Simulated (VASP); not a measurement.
Write the native input for VASP 6.6.1 that does the following.

```yaml
Task: single point
Functional: PBEsol
Potentials_or_basis: VASP PAW PBE potentials, release 64 (Hg, Te)
Cutoff: 520 eV
k_mesh: 12 × 12 × 12
Occupations: fermi-dirac, width 0.08 eV
Spin: no spin polarisation
Dipole_correction: no
Further_INCAR_settings: ALGO = Normal; EDIFF = 1e-06; NBANDS = 16
```

The structure of HgTe lies in POSCAR:

```
HgTe
1.0
    0.0000000000      2.8630700000      2.9215000000
    2.8630700000      0.0000000000      2.9215000000
    2.8630700000      2.8630700000      0.0000000000
Hg Te
1 1
Direct
    0.0000000000      0.0000000000      0.0000000000
    0.5000000000      0.5000000000      0.5000000000
```

This cell differs from its parent crystal: equal xx and yy strain of -2 %.

One way to write it, as run:

INCAR

```
PREC     = Accurate       # precision mode
ENCUT    = 520            # plane-wave cutoff, eV
EDIFF    = 1E-6           # SCF threshold, eV
ISMEAR   = -1             # smearing method
SIGMA    = 0.08           # smearing width, eV
LREAL    = False          # projectors in reciprocal space
LASPH    = True           # aspherical terms in the spheres
NELM     = 100            # most SCF steps
ALGO     = Normal         # electronic algorithm
ISIF     = 2              # what is computed and relaxed
LWAVE    = False          # write WAVECAR
LCHARG   = False          # write CHGCAR
GGA      = PS             # functional
NBANDS   = 16             # bands
```

KPOINTS

```
regular mesh
0
Gamma
  12 12 12
```

Potentials or basis: VASP PAW PBE potentials, release 64 (Hg, Te).

The run is started by

```sh
$ cat potpaw_PBE.64/Hg/POTCAR potpaw_PBE.64/Te/POTCAR > POTCAR
$ mpirun -np 1 vasp_std > vasp.out
```

Results of the run:

```yaml
Pressure: 10.5 GPa
Band_gap_on_the_k_mesh: zero (bands 9 and 10 overlap by 3.52 eV)
```

Caveat: the cell differs from its parent crystal (equal xx and yy strain of -2 %); the cell stands under pressure; the PAW data sets were made with another functional, which shifts forces and pressure a little; spin-orbit coupling is left out, which moves the levels of the heavy elements.

Run time: 85 s on 1 thread of Intel Xeon 8259CL, with other jobs on the host, peak memory 0.27 GiB.
